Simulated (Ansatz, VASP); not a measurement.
**AlGeSbH2: VASP beside Ansatz**

```
Al Ge Sb H
1.0
    -2.87857    3.72026    4.69090
     2.87857   -3.72026    4.69090
     2.87857    3.72026   -4.69090
Al Ge Sb H
2 2 2 4
Direct
  0.23767 0.50000 0.73767
  0.76233 0.50000 0.26233
  0.69354 0.69354 0.00000
  0.30646 0.30646 0.00000
  0.00000 0.00000 0.00000
  0.50000 0.00000 0.50000
  0.00000 0.50000 0.50000
  0.75132 0.00000 0.75132
  0.24868 0.00000 0.24868
  0.50000 0.50000 0.00000
```

Alike in both runs: functional PBE; k mesh 3 × 3 × 3; occupations gaussian, width 0.15 eV; no spin polarisation.

Ansatz relaxed the structure, and its values are those at the end. VASP's run is a single point on that final structure, the one shown.

|  | VASP | Ansatz |
| --- | --- | --- |
| version | VASP 6.6.1 | Ansatz 0.2.0 |
| potentials or method | VASP PAW PBE potentials, release 64 (Al, Ge_d, Sb, H), cutoff 520 eV | scalar-relativistic, plane waves, PAW |
| valence electrons in the cell | 48 | 68 |

Ansatz gave:

* gap on the k mesh at the Fermi level (eV): none
* pressure (GPa): 0.1
* rms of the force components (eV/Å): 0.006

Problem. What did VASP give for the same quantities?

Solution. gap on the k mesh at the Fermi level (eV): none; pressure (GPa): 0.1; rms of the force components (eV/Å): 0.007.

A gap of «none» marks a metal or a gap that the smearing closes. VASP's potentials hold 48 valence electrons a cell and Ansatz's 68, so a difference there can come from the potentials and not from the codes.

The k mesh is coarse, so the values compare programs but aren't converged. Neither program's run includes spin-orbit coupling.
